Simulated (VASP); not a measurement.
F:

```
F
1.0
     2.75000   -1.64000    0.00000
     2.75000    1.64000    0.00000
    -1.53472    0.00000    7.11639
F
4
Cartesian
  4.1645 -0.6002 0.7095
  0.5682 -0.6002 2.8487
  -0.1992 0.6002 6.4069
  3.3971 0.6002 4.2677
```

```yaml
Program: VASP 6.6.1
Task: relaxation of cell and atoms
Functional: RPBE
Potentials_or_basis: VASP PAW PBE potentials, release 64 (F)
Cutoff: 600 eV
k_mesh: 6 × 6 × 3
Occupations: fermi-dirac, width 0.05 eV
Spin: no spin polarisation
```

At the start: pressure -2.1 GPa; volume 16.05 Å³/atom.

Task: How do energy, volume and symmetry change on relaxing?

Result: Over 18 steps the energy falls by 39.5 meV/atom and the volume is 19.78 Å³/atom (+23.3 %); space group C2/c (No. 15, to 0.05 Å).

The path:
```csv
step,energy change (eV),largest force (eV/Å),pressure (GPa),volume (Å³)
1,0.0000,1.5054,-2.12,64.19
2,0.8253,7.3534,17.94,62.19
3,-0.0825,0.0901,1.45,63.63
4,-0.0825,0.0556,1.55,63.62
5,-0.0942,0.0387,1.41,64.80
6,-0.1228,0.0356,1.12,68.42
7,-0.1537,0.1949,0.69,76.06
8,-0.1558,0.2711,0.50,79.58
9,-0.1307,0.8457,-1.90,82.44
10,-0.1578,0.0143,-0.06,80.18
11,-0.1578,0.0188,-0.05,80.17
12,-0.1578,0.0232,-0.04,80.15
13,-0.1579,0.0157,-0.04,79.95
14,-0.1581,0.0171,-0.03,79.34
15,-0.1581,0.0206,-0.03,79.24
16,-0.1580,0.0739,0.19,78.93
17,-0.1582,0.0101,0.02,79.17
18,-0.1582,0.0093,0.02,79.12
```

Final structure:
```
F
1.0
     2.99105   -1.77481   -0.00542
     2.99105    1.77481   -0.00542
    -1.68332    0.00000    7.45553
F
4
Cartesian
  4.5093 -0.6719 0.6755
  0.6311 -0.6719 3.0414
  -0.2106 0.6719 6.7692
  3.6677 0.6719 4.4033
```

Caveat: the volume moved by over 15 % at a fixed basis, so the end points are rough; the PAW data sets were made with another functional, which shifts forces and pressure a little; the volume moved by +23 % from the deposited cell, more than functionals usually miss.
